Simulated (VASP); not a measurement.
## AlNi3: relaxation of cell and atoms with PBEsol

The system is AlNi3.

```
Al Ni
1.0
     0.00000    2.80189    2.80189
     2.80189    0.00000    2.80189
     2.80189    2.80189    0.00000
Al Ni
1 3
Direct
  0.50000 0.50000 0.50000
  0.25000 0.25000 0.25000
  0.00000 0.00000 0.00000
  0.75000 0.75000 0.75000
```

- Program: VASP 6.6.1
- Task: relaxation of cell and atoms
- Functional: PBEsol
- Potentials or basis: VASP PAW PBE potentials, release 64 (Al, Ni_sv_GW)
- Cutoff: 590 eV
- k mesh: 1 × 1 × 1
- Occupations: gaussian, width 0.1 eV
- Spin: no spin polarisation
- Dipole correction: no
- Further INCAR settings: ALGO = Normal; EDIFF = 1e-07; IBRION = 2; EDIFFG = -0.01; NSW = 80; ISIF = 3

| Quantity | Value |
| --- | --- |
| Relaxed volume | 11.03 Å³/atom |
| Relaxed cell | a = 3.966 Å, b = 3.966 Å, c = 3.966 Å, α = 60.00°, β = 60.00°, γ = 60.00° |
| Space group after relaxing (to 0.1 Å) | Fm-3m (No. 225) |
| Energy gained by relaxing | 0.1 meV/atom |
| Ionic steps | 3 |
| Pressure after relaxing | 0.0 GPa |
| Band gap on the k mesh | zero (an odd number of electrons rules out a gap without spin polarisation) |

Step by step:
```tsv
step	energy change (eV)	largest force (eV/Å)	pressure (GPa)	volume (Å³)
1	0.0000	0.0000	0.59	43.99
2	0.0000	0.0000	-0.58	44.25
3	-0.0002	0.0000	-0.02	44.12
```

Final structure:
```
CELL_PARAMETERS angstrom
0.00000 2.80466 2.80466
2.80466 0.00000 2.80466
2.80466 2.80466 0.00000
ATOMIC_POSITIONS crystal
Al 0.50000 0.50000 0.50000
Ni 0.25000 0.25000 0.25000
Ni 0.00000 0.00000 0.00000
Ni 0.75000 0.75000 0.75000
```

Levels at points of the mesh, in eV from the Fermi level:
```csv
k point,band 25,band 26,band 27,band 28,band 29,band 30,band 31,band 32
"(0.00, 0.00, 0.00)",-5.31,-5.31,-4.90,-4.90,0.07,0.07,0.07,0.51
```

Run time: 30 s on 1 thread of AMD EPYC 9R45 96-Core Processor (Zen 5), with other jobs on the host, peak memory 0.15 GiB.

Caveat: the k points lie up to 1.94 Å⁻¹ apart in the final cell, too coarse for converged energies and pressures of a metal; the PAW data sets were made with another functional, which shifts forces and pressure a little. Spin polarisation is off, so any magnetic state and its effect on volume and gap are missing.
